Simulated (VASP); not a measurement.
# Fe (Im-3m) in VASP: further runs, part 2 of 2

VASP 6.6.1. The steps go on from the part before.

## (3) Single point, r2SCAN, collinear spin, ferromagnetic start

This run uses another cell than the first one, of 11.32 Å³/atom.

File POSCAR:

```
Fe
1.0
   -1.4144795494      1.4144795494      1.4144795494
    1.4144795494     -1.4144795494      1.4144795494
    1.4144795494      1.4144795494     -1.4144795494
Fe
1
Direct
    0.0000000000      0.0000000000      0.0000000000
```

File INCAR.step1:

```
SYSTEM = Fe
ALGO = Normal
EDIFF = 1E-4
ENCUT = 520
GGA = PE
ISMEAR = 0
ISPIN = 2
LASPH = .True.
LCHARG = .False.
LMAXMIX = 4
LREAL = .False.
LWAVE = .True.
MAGMOM = 2.5
NBANDS = 14
NELM = 150
PREC = Accurate
SIGMA = 0.05
```

File INCAR.step2:

```
SYSTEM = Fe
ALGO = Normal
EDIFF = 1E-7
ENCUT = 520
ISIF = 2
ISMEAR = 0
ISPIN = 2
ISTART = 1
LASPH = .True.
LCHARG = .False.
LMAXMIX = 4
LMIXTAU = .True.
LORBIT = 11
LREAL = .False.
LWAVE = .False.
MAGMOM = 2.5
METAGGA = R2SCAN
NBANDS = 14
NELM = 150
PREC = Accurate
SIGMA = 0.05
```

File KPOINTS:

```
k-points
0
Gamma
  22 22 22
  0 0 0
```

Potentials or basis: VASP PAW PBE potentials, release 64 (Fe).

The run is started by

```
cat potpaw_PBE.64/Fe/POTCAR > POTCAR
cp INCAR.step1 INCAR
mpirun -np 1 vasp_std > vasp.out
cp INCAR.step2 INCAR
mpirun -np 1 vasp_std > vasp.out
```

OUTCAR:

```text
SYSTEM = Fe
   EDIFF = 1E-7
   ENCUT = 520
   ISIF = 2
   ISMEAR = 0
   ISPIN = 2
   ISTART = 1
   LASPH = .True.
   LORBIT = 11
   LREAL = .False.
   METAGGA = R2SCAN
   NELM = 150
   PREC = Accurate

 ion  position               nearest neighbor table
   1  0.000  0.000  0.000-

  LATTYP: Found a body centered cubic cell.
 ALAT       =     2.8289590988

  Lattice vectors:

 A1 = (  -1.4144795494,   1.4144795494,   1.4144795494)
 A2 = (   1.4144795494,  -1.4144795494,   1.4144795494)
 A3 = (   1.4144795494,   1.4144795494,  -1.4144795494)

Analysis of symmetry for initial positions (statically):
=====================================================================
 Subroutine PRICEL returns:
 Original cell was already a primitive cell.

 Routine SETGRP: Setting up the symmetry group for a
 body centered cubic supercell.

 Subroutine GETGRP returns: Found 48 space group operations
 (whereof 48 operations were pure point group operations)
 out of a pool of 48 trial point group operations.

The static configuration has the point symmetry O_h .

Analysis of symmetry for dynamics (positions and initial velocities):
=====================================================================
 Subroutine PRICEL returns:
 Original cell was already a primitive cell.

 Routine SETGRP: Setting up the symmetry group for a
 body centered cubic supercell.

 Subroutine GETGRP returns: Found 48 space group operations
 (whereof 48 operations were pure point group operations)
 out of a pool of 48 trial point group operations.

The dynamic configuration has the point symmetry O_h .

Analysis of structural, dynamic, and magnetic symmetry:
=====================================================================
 Subroutine PRICEL returns:
 Original cell was already a primitive cell.

 Routine SETGRP: Setting up the symmetry group for a
 body centered cubic supercell.

 Subroutine GETGRP returns: Found 48 space group operations
[... 162 lines left out ...]
      3       2.7568      1.00000
      4       2.7568      1.00000
      5       4.0463      1.00000
      6       4.0463      1.00000
      7      31.9121      0.00000
      8      31.9122      0.00000
      9      31.9122      0.00000
     10      37.0077      0.00000
     11      37.0077      0.00000
     12      38.8933      0.00000
     13      38.8933      0.00000
     14      38.8938      0.00000
[... 379 lines left out ...]
      3       2.5635      1.00000
      4       3.6496      1.00000
      5       3.7866      1.00000
      6       4.1293      1.00000
      7      25.4770      0.00000
      8      27.2752      0.00000
      9      31.3082      0.00000
     10      32.1516      0.00000
     11      35.8666      0.00000
     12      37.2201      0.00000
     13      41.1023      0.00000
     14      41.5106      0.00000

 [... further k-points ...]

 spin component 2

 k-point     1 :       0.0000    0.0000    0.0000
  band No.  band energies     occupation
      1      -3.4654      1.00000
      2       6.1266      0.00000
      3       6.1267      0.00000
      4       6.1267      0.00000
      5       8.4209      0.00000
      6       8.4209      0.00000
      7      31.5494      0.00000
      8      31.5495      0.00000
      9      31.5495      0.00000
     10      37.6026      0.00000
     11      37.6027      0.00000
     12      40.6878      0.00000
     13      40.6878      0.00000
     14      40.6882      0.00000
[... 379 lines left out ...]
      3       5.7454      0.84705
      4       7.1209      0.00000
      5       7.9703      0.00000
      6       8.5263      0.00000
      7      26.0429      0.00000
      8      27.8109      0.00000
      9      32.1019      0.00000
     10      33.0697      0.00000
     11      36.8084      0.00000
     12      38.7007      0.00000
     13      42.4919      0.00000
     14      42.7160      0.00000

 [... further k-points ...]

------------------------ aborting loop because EDIFF is reached ----------------------------------------

  FORCE on cell =-STRESS in cart. coord.  units (eV):
  Direction    XX          YY          ZZ          XY          YZ          ZX
  --------------------------------------------------------------------------------------
  -------------------------------------------------------------------------------------
  Total        0.5179308      0.5179308      0.5179308      0.0000000      0.0000000      0.0000000
  in kB       73.3047839     73.3047839     73.3047839      0.0000000      0.0000000      0.0000000
  external PRESSURE =      73.3047839 kB  Pullay stress =       0.0000000 kB

 VOLUME and BASIS-vectors are now :
 -----------------------------------------------------------------------------
  energy-cutoff  :      520.00
  volume of cell :       11.32
      direct lattice vectors                 reciprocal lattice vectors
    -1.414479549  1.414479549  1.414479549     0.000000000  0.353486906  0.353486906
     1.414479549 -1.414479549  1.414479549     0.353486906  0.000000000  0.353486906
     1.414479549  1.414479549 -1.414479549     0.353486906  0.353486906  0.000000000

 POSITION                                       TOTAL-FORCE (eV/Angst)
 -----------------------------------------------------------------------------------
      0.00000      0.00000      0.00000         0.000000     -0.000000      0.000000
 -----------------------------------------------------------------------------------
    total drift:                                0.000000      0.000000      0.000000

  FREE ENERGIE OF THE ION-ELECTRON SYSTEM (eV)
  ---------------------------------------------------
  free  energy   TOTEN  =       -14.3490925470 eV

  energy  without entropy=      -14.3480138950  energy(sigma->0) =      -14.34855322

 total charge

# of ion       s       p       d       tot
------------------------------------------
    1        0.494   0.582   6.204   7.281

 magnetization (x)

# of ion       s       p       d       tot
------------------------------------------
    1       -0.014  -0.119   2.796   2.664
```

OUTCAR.step1:

```text
SYSTEM = Fe
   EDIFF = 1E-4
   ENCUT = 520
   GGA = PE
   ISMEAR = 0
   ISPIN = 2
   LASPH = .True.
[... 1052 lines left out ...]
 POSITION                                       TOTAL-FORCE (eV/Angst)
 -----------------------------------------------------------------------------------
      0.00000      0.00000      0.00000        -0.000000     -0.000000      0.000000
 -----------------------------------------------------------------------------------
    total drift:                                0.000000      0.000000      0.000000

  FREE ENERGIE OF THE ION-ELECTRON SYSTEM (eV)
  ---------------------------------------------------
  free  energy   TOTEN  =        -8.2432909089 eV

  energy  without entropy=       -8.2422513815  energy(sigma->0) =       -8.24277115
```

OSZICAR.step1:

```text
N       E                     dE             d eps       ncg     rms          rms(c)
DAV:   1     0.219413183276E+02    0.21941E+02   -0.38027E+03 20118   0.696E+02
DAV:   2    -0.832255500311E+01   -0.30264E+02   -0.27857E+02 20120   0.129E+02
DAV:   3    -0.924063996380E+01   -0.91808E+00   -0.91185E+00 22222   0.233E+01
DAV:   4    -0.924358768310E+01   -0.29477E-02   -0.29475E-02 21380   0.120E+00
DAV:   5    -0.924360141122E+01   -0.13728E-04   -0.13729E-04 21988   0.839E-02    0.114E+01
DAV:   6    -0.832740536384E+01    0.91620E+00   -0.10175E+01 23348   0.370E+01    0.542E+00
DAV:   7    -0.825761385020E+01    0.69792E-01   -0.64208E-01 22688   0.897E+00    0.331E+00
DAV:   8    -0.825054078543E+01    0.70731E-02   -0.84373E-03 22196   0.531E-01    0.140E+00
DAV:   9    -0.824321865292E+01    0.73221E-02   -0.68478E-03 24756   0.395E-01    0.320E-01
DAV:  10    -0.824329678936E+01   -0.78136E-04   -0.11398E-03 20916   0.292E-01    0.115E-01
DAV:  11    -0.824329090890E+01    0.58805E-05   -0.10907E-04 11874   0.995E-02
   1 F= -.82432909E+01 E0= -.82427711E+01  d E =-.103953E-02  mag=     2.1734
```

Wall time 6.1 min (1 thread of Intel Xeon Platinum 8259CL at 2.50GHz (Skylake/Cascade Lake), shared host); peak memory 0.19 GiB.

Results:

```yaml
Free_energy: -14.3491 eV
Pressure: 7.3 GPa
Net_moment: 2.61 μB per cell
Site_moments: Fe +2.66 μB
Valence_electrons_inside_the_program's_atomic_spheres: Fe 7.28
```

Levels at points of the mesh, in eV from the Fermi level:
Spin up:
| k point | band 1 | band 2 | band 3 | band 4 | band 5 | band 6 | band 7 | band 8 | band 9 | band 10 |
| --- | --- | --- | --- | --- | --- | --- | --- | --- | --- | --- |
| (0.00, 0.00, 0.00) | -8.64 | -3.02 | -3.02 | -3.02 | -1.74 | -1.74 | 26.13 | 26.13 | 26.13 | 31.23 |
| (0.50, 0.00, 0.00) | -5.46 | -4.08 | -1.69 | -1.56 | -0.33 | 0.64 | 7.34 | 19.23 | 20.95 | 24.09 |
| (0.50, 0.50, 0.50) | -5.41 | -5.41 | -0.60 | -0.60 | -0.60 | 10.33 | 10.33 | 10.33 | 16.01 | 16.01 |
Spin down:
```
           k point  band 1  band 2  band 3  band 4  band 5  band 6
(0.00, 0.00, 0.00)   -9.25    0.34    0.35    0.35    2.64    2.64
(0.50, 0.00, 0.00)   -3.64   -1.14    0.09    2.47    2.95    3.55
(0.50, 0.50, 0.50)   -2.85   -2.85    3.23    3.23    3.23   10.69
```

Caveat: the cell stands under pressure; the PAW data sets were made with another functional, which shifts forces and pressure a little.
